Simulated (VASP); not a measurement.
# Ti (P6_3/mmc) in VASP: notebook

The runs below take Ti through relaxation of shape and atoms at fixed volume, with PBEsol.

Everything below comes from runs of VASP 6.6.1. Logs are shortened: lines on timing, memory, paths and dates and some standing lists are left out, and cuts for length are marked.

### Step 1. The cell of the first run

The structure is hexagonal, space group P6_3/mmc (No. 194). The conventional cell has a = 2.809 Å, b = 2.809 Å, c = 4.453 Å, α = 90.00°, β = 90.00°, γ = 120.00°. Within 3.6 Å of Ti (site symmetry -6m2) lie 12 Ti at 2.75 to 2.81 Å.

### Step 2. Relaxation of shape and atoms at fixed volume, PBEsol (volume scaled by 0.91)

INCAR reads:

```
PREC = Accurate
ENCUT = 600
EDIFF = 1E-6
ISMEAR = 0
SIGMA = 0.1
LREAL = F
LASPH = T
NELM = 100
ALGO = Fast
ISIF = 4
LWAVE = F
LCHARG = F
GGA = PS
IBRION = 2
NSW = 50
EDIFFG = -0.01
```

KPOINTS reads:

```
regular mesh
0
Gamma
  18 18 10
```

POSCAR reads:

```
Ti
1.0
    2.8093302527      0.0000000000      0.0000000000
   -1.4046651264      2.4329513665      0.0000000000
    0.0000000000      0.0000000000      4.4532199672
Ti
2
Direct
    0.3333333333      0.6666666667      0.2500000000
    0.6666666667      0.3333333333      0.7500000000
```

Potentials or basis: VASP PAW PBE potentials, release 64 (Ti_sv).

On the command line:

```console
cat potpaw_PBE.64/Ti_sv/POTCAR > POTCAR
mpirun -np 1 vasp_std > vasp.out
```

OUTCAR:

```text
PREC = Accurate
   ENCUT = 600
   EDIFF = 1E-6
   ISMEAR = 0
   LREAL = F
   LASPH = T
   NELM = 100
   ISIF = 4
   GGA = PS
   IBRION = 2
   NSW = 50
   EDIFFG = -0.01

 ion  position               nearest neighbor table
   1  0.333  0.667  0.250-   2 2.75   2 2.75   2 2.75   2 2.75   2 2.75   2 2.75
   2  0.667  0.333  0.750-   1 2.75   1 2.75   1 2.75   1 2.75   1 2.75   1 2.75

  LATTYP: Found a hexagonal cell.
 ALAT       =     2.8093302527
 C/A-ratio  =     1.5851536013

  Lattice vectors:

 A1 = (   2.8093302527,   0.0000000000,   0.0000000000)
 A2 = (  -1.4046651264,   2.4329513665,   0.0000000000)
 A3 = (   0.0000000000,   0.0000000000,   4.4532199672)

Analysis of symmetry for initial positions (statically):
=====================================================================
 Subroutine PRICEL returns:
 Original cell was already a primitive cell.

 Routine SETGRP: Setting up the symmetry group for a
 hexagonal supercell.

 Subroutine GETGRP returns: Found 24 space group operations
 (whereof 12 operations were pure point group operations)
 out of a pool of 24 trial point group operations.

The static configuration has the point symmetry D_3d.
 The point group associated with its full space group is D_6h.

Analysis of symmetry for dynamics (positions and initial velocities):
=====================================================================
 Subroutine PRICEL returns:
 Original cell was already a primitive cell.

 Routine SETGRP: Setting up the symmetry group for a
 hexagonal supercell.

 Subroutine GETGRP returns: Found 24 space group operations
 (whereof 12 operations were pure point group operations)
 out of a pool of 24 trial point group operations.

The dynamic configuration has the point symmetry D_3d.
 The point group associated with its full space group is D_6h.

 Subroutine INISYM returns: Found 24 space group operations
 (whereof 12 operations are pure point group operations),
 and found     1 'primitive' translations

----------------------------------------------------------------------------------------

                                     Primitive cell

  volume of cell :      30.4376

  direct lattice vectors                    reciprocal lattice vectors
     2.809330253  0.000000000  0.000000000     0.355956726  0.205511712  0.000000000
    -1.404665126  2.432951367  0.000000000     0.000000000  0.411023424  0.000000000
     0.000000000  0.000000000  4.453219967     0.000000000  0.000000000  0.224556615

  length of vectors
     2.809330253  2.809330253  4.453219967     0.411023424  0.411023424  0.224556615

  position of ions in fractional coordinates (direct lattice)
     0.333333333  0.666666667  0.250000000
     0.666666667  0.333333333  0.750000000

  ion indices of the primitive-cell ions
   primitive index   ion index
                 1           1
                 2           2

----------------------------------------------------------------------------------------

 KPOINTS: regular mesh

Automatic generation of k-mesh.
 Grid dimensions read from file:
 generate k-points for:   18   18   10

 Generating k-lattice:

  Cartesian coordinates                     Fractional coordinates (reciprocal lattice)
     0.019775374  0.011417317  0.000000000     0.055555556  0.000000000  0.000000000
[... 51 lines left out ...]
   ISTART =      0    job   : 0-new  1-cont  2-samecut
   ICHARG =      2    charge: 1-file 2-atom 10-const
   ISPIN  =      1    spin polarized calculation?
   LNONCOLLINEAR =      F non collinear calculations
   LSORBIT =      F    spin-orbit coupling
   LASPH  =      T    aspherical Exc in radial PAW
   ENCUT  =  600.0 eV  44.10 Ry    6.64 a.u.   5.61  5.61  8.89*2*pi/ulx,y,z
   NELM   =    100;   NELMIN=  2; NELMDL= -5     # of ELM steps
   EDIFF  = 0.1E-05   stopping-criterion for ELM
   LREAL  =      F    real-space projection
   EDIFFG = -.1E-01   stopping-criterion for IOM
   NSW    =     50    number of steps for IOM
   IBRION =      2    ionic relax: 0-MD 1-quasi-New 2-CG
   NFREE  =      1    steps in history (QN), initial steepest desc. (CG)
   ISIF   =      4    stress and relaxation
   ISYM   =      2    0-nonsym 1-usesym 2-fastsym
   POTIM  = 0.5000    time-step for ionic-motion
   TEBEG  =    0.0;   TEEND  =   0.0 temperature during run
   PSTRESS=    0.0 pullay stress
   NELECT =      24.0000    total number of electrons
   NUPDOWN=      -1.0000    fix difference up-down
   EMIN   =  10.00;   EMAX   =-10.00  energy-range for DOS
   EFERMI =   0.00;   METHOD = LEGACY
   ISMEAR =     0;   SIGMA  =   0.10  broadening in eV -4-tet -1-fermi 0-gaus
   EFERMI_NEDOS =   21; number of points for ismear=-14 and -15
   IALGO  =     68    algorithm
   IMIX   =      4    mixing-type and parameters
     AMIX     =   0.40;   BMIX     =  1.00
     AMIX_MAG =   1.60;   BMIX_MAG =  1.00
  volume/ion in A,a.u.               =      15.22       102.70
  Fermi-wavevector in a.u.,A,eV,Ry     =   1.512429  2.858077 31.122549  2.287443
  Thomas-Fermi vector in A             =   2.622355
   LORBIT       =      0    0 simple, 1 ext, 2 COOP (PROOUT), +10 PAW based schemes
   GGA     = PS    functional components
   LHFCALC =     F    Hartree Fock is set to
   AEXX    =    0.0000 exact exchange contribution
   IVDW    =     0    specifies the selected vdW correction
   LEPSILON=     F    determine dielectric tensor
   LRPA    =     F    only Hartree local field effects (RPA)
 conjugate gradient relaxation of ions
 non-spin polarized calculation
 RMM-DIIS sequential band-by-band and
 Gauss-broadening in eV      SIGMA  =   0.10
  energy-cutoff  :      600.00
  volume of cell :       30.44
 maximum number of plane-waves:      1037
 NGX is ok and might be reduce to    24
   NGX = 11   NGY = 11   NGZ = 17

--------------------------------------- Ionic step        1  -------------------------------------------

 number of electron      23.9999996 magnetization

 Free energy of the ion-electron system (eV)
  ---------------------------------------------------
  ext. energy  EPLUGINS =         0.00000000
  ---------------------------------------------------
  free energy    TOTEN  =       -16.57313314 eV

  energy without entropy =      -16.56385795  energy(sigma->0) =      -16.56849555

------------------------ aborting loop because EDIFF is reached ----------------------------------------

  FORCE on cell =-STRESS in cart. coord.  units (eV):
  Direction    XX          YY          ZZ          XY          YZ          ZX
  --------------------------------------------------------------------------------------
  -------------------------------------------------------------------------------------
  Total        2.4060518      2.4060518      2.4389846     -0.0000000      0.0000000      0.0000000
  in kB      126.6499961    126.6499961    128.3835178     -0.0000000      0.0000000      0.0000000
  external PRESSURE =     127.2278366 kB  Pullay stress =       0.0000000 kB

 VOLUME and BASIS-vectors are now :
 -----------------------------------------------------------------------------
  energy-cutoff  :      600.00
  volume of cell :       30.44
      direct lattice vectors                 reciprocal lattice vectors
     2.809330253  0.000000000  0.000000000     0.355956726  0.205511712  0.000000000
    -1.404665126  2.432951367  0.000000000     0.000000000  0.411023424  0.000000000
     0.000000000  0.000000000  4.453219967     0.000000000  0.000000000  0.224556615

 POSITION                                       TOTAL-FORCE (eV/Angst)
 -----------------------------------------------------------------------------------
     -0.00000      1.62197      1.11330        -0.000000      0.000000      0.000000
      1.40467      0.81098      3.33991         0.000000      0.000000      0.000000
 -----------------------------------------------------------------------------------
    total drift:                               -0.000000      0.000000     -0.000000

  FREE ENERGIE OF THE ION-ELECTRON SYSTEM (eV)
  ---------------------------------------------------
  free  energy   TOTEN  =       -16.5731331450 eV

  energy  without entropy=      -16.5638579501  energy(sigma->0) =      -16.56849555

--------------------------------------- Ionic step        2  -------------------------------------------

 number of electron      23.9999996 magnetization

 Free energy of the ion-electron system (eV)
  ---------------------------------------------------
  ext. energy  EPLUGINS =         0.00000000
  ---------------------------------------------------
  free energy    TOTEN  =       -16.57314900 eV

  energy without entropy =      -16.56386745  energy(sigma->0) =      -16.56850822

 E-fermi :   9.6807     XC(G=0): -12.2823

 val. band max:        9.6722758510   @ k =   0.3333   0.3333   0.3000
 cond. band min:       9.6931909583   @ k =   0.1111   0.0556   0.0000
 fundamental gap:      0.0209151073
 Fermi energy:         9.6806656697

 k-point     1 :       0.0000    0.0000    0.0000
  band No.  band energies     occupation
      1     -46.7525      2.00000
      2     -46.5179      2.00000
      3     -23.6182      2.00000
      4     -22.6487      2.00000
      5     -22.6487      2.00000
      6     -22.5305      2.00000
[... 433 lines left out ...]
      3     -23.3462      2.00000
      4     -23.1613      2.00000
      5     -23.1453      2.00000
      6     -22.9067      2.00000
[... 8 lines left out ...]
     15      11.0297      0.00000
     16      13.3405      0.00000

 [... further k-points ...]
[... 5 lines left out ...]
  --------------------------------------------------------------------------------------
  -------------------------------------------------------------------------------------
  Total        2.4208208      2.4208208      2.4378328     -0.0000000      0.0000000     -0.0000000
  in kB      127.4274098    127.4274098    128.3228888     -0.0000000      0.0000000     -0.0000000
  external PRESSURE =     127.7259028 kB  Pullay stress =       0.0000000 kB

 VOLUME and BASIS-vectors are now :
 -----------------------------------------------------------------------------
  energy-cutoff  :      600.00
  volume of cell :       30.44
      direct lattice vectors                 reciprocal lattice vectors
     2.808586554 -0.000000000  0.000000000     0.356050982  0.205566130 -0.000000000
    -1.404293277  2.432307305 -0.000000000     0.000000000  0.411132260 -0.000000000
     0.000000000  0.000000000  4.455578656    -0.000000000  0.000000000  0.224437739

 POSITION                                       TOTAL-FORCE (eV/Angst)
 -----------------------------------------------------------------------------------
     -0.00000      1.62154      1.11389         0.000000      0.000000     -0.000000
      1.40429      0.81077      3.34168        -0.000000     -0.000000      0.000000
 -----------------------------------------------------------------------------------
    total drift:                               -0.000000      0.000000     -0.000000

  FREE ENERGIE OF THE ION-ELECTRON SYSTEM (eV)
  ---------------------------------------------------
  free  energy   TOTEN  =       -16.5731489962 eV

  energy  without entropy=      -16.5638674466  energy(sigma->0) =      -16.56850822

 reached required accuracy - stopping structural energy minimisation
```

Wall time 3.6 min (1 thread of Intel Xeon 6975P-C, shared host); peak memory 0.25 GiB.

Results:

```yaml
Free_energy: -16.5731 eV
Energy_gained_by_relaxing: 0.0 meV/atom
Ionic_steps: 2
Pressure_after_relaxing: 12.8 GPa
Band_gap_on_the_k_mesh: zero (band 12 reaches 10.58 eV, above the bottom of band 13 at 9.37 eV)
```

Final structure:
```cif
data_structure
_symmetry_space_group_name_H-M 'P 1'
_symmetry_Int_Tables_number 1
_cell_length_a 2.8086
_cell_length_b 2.8086
_cell_length_c 4.4556
_cell_angle_alpha 90.000
_cell_angle_beta 90.000
_cell_angle_gamma 120.000
_cell_volume 30.44
loop_
_atom_site_label
_atom_site_type_symbol
_atom_site_fract_x
_atom_site_fract_y
_atom_site_fract_z
_atom_site_occupancy
Ti1 Ti 0.33333 0.66667 0.25000 1
Ti2 Ti 0.66667 0.33333 0.75000 1
```

Caveat: the PAW data sets were made with another functional, which shifts forces and pressure a little.

### Step 3. Relaxation of shape and atoms at fixed volume, PBEsol (volume scaled by 0.94)

INCAR reads:

```
SYSTEM = Ti
  ALGO = Fast
  EDIFF = 1E-6
  EDIFFG = -0.01
  ENCUT = 600
  GGA = PS
  IBRION = 2
  ISIF = 4
  ISMEAR = 0
  LASPH = .TRUE.
  LCHARG = .FALSE.
  LREAL = .FALSE.
  LWAVE = .FALSE.
  NELM = 100
  NSW = 50
  PREC = Accurate
  SIGMA = 0.1
```

KPOINTS reads:

```
k-points
0
G
  18 18 10
  0 0 0
```

POSCAR reads:

```
Ti
1.0
    2.8412658390      0.0000000000      0.0000000000
   -1.4206329195      2.4606083955      0.0000000000
    0.0000000000      0.0000000000      4.4972026859
Ti
2
Direct
    0.3333333333      0.6666666667      0.2500000000
    0.6666666667      0.3333333333      0.7500000000
```

Potentials or basis: VASP PAW PBE potentials, release 64 (Ti_sv).

On the command line:

```console
cat potpaw_PBE.64/Ti_sv/POTCAR > POTCAR
mpirun -np 1 vasp_std > vasp.out
```

Run time: 3.7 min. Hardware: 1 thread of Intel Xeon 6975P-C, shared host; peak memory 0.25 GiB.

It converged, with:

| Property | Result |
| --- | --- |
| Free energy | -16.6378 eV |
| Energy gained by relaxing | 0.0 meV/atom |
| Ionic steps | 2 |
| Pressure after relaxing | 7.8 GPa |
| Band gap on the k mesh | zero (band 12 reaches 10.17 eV, above the bottom of band 13 at 8.99 eV) |

Stress tensor (GPa, compression positive):
```
7.78 0.00 0.00
0.00 7.78 0.00
0.00 0.00 7.89
```

Final structure:
```
Ti
1.0
     2.84024    0.00000    0.00000
    -1.42012    2.45972    0.00000
     0.00000    0.00000    4.50045
Ti
2
Direct
  0.33333 0.66667 0.25000
  0.66667 0.33333 0.75000
```

Levels at points of the mesh, in eV from the Fermi level:
```
           k point  band 8  band 9  band 10  band 11  band 12  band 13  band 14  band 15  band 16
(0.00, 0.00, 0.00)  -32.28   -6.44    -2.96     0.81     0.81     0.95     1.08     1.39     1.39
(0.50, 0.00, 0.00)  -32.38   -2.49    -2.48    -2.13    -0.50     0.47     0.71     1.32     3.79
(0.00, 0.00, 0.50)  -32.35   -4.44    -4.44     0.08     0.08     0.71     0.71     0.71     0.71
(0.50, 0.00, 0.50)  -32.50   -2.84    -2.84    -0.95    -0.95     1.63     1.63     1.91     1.91
```

Caveat: the PAW data sets were made with another functional, which shifts forces and pressure a little.

[end of part 1 of 2]
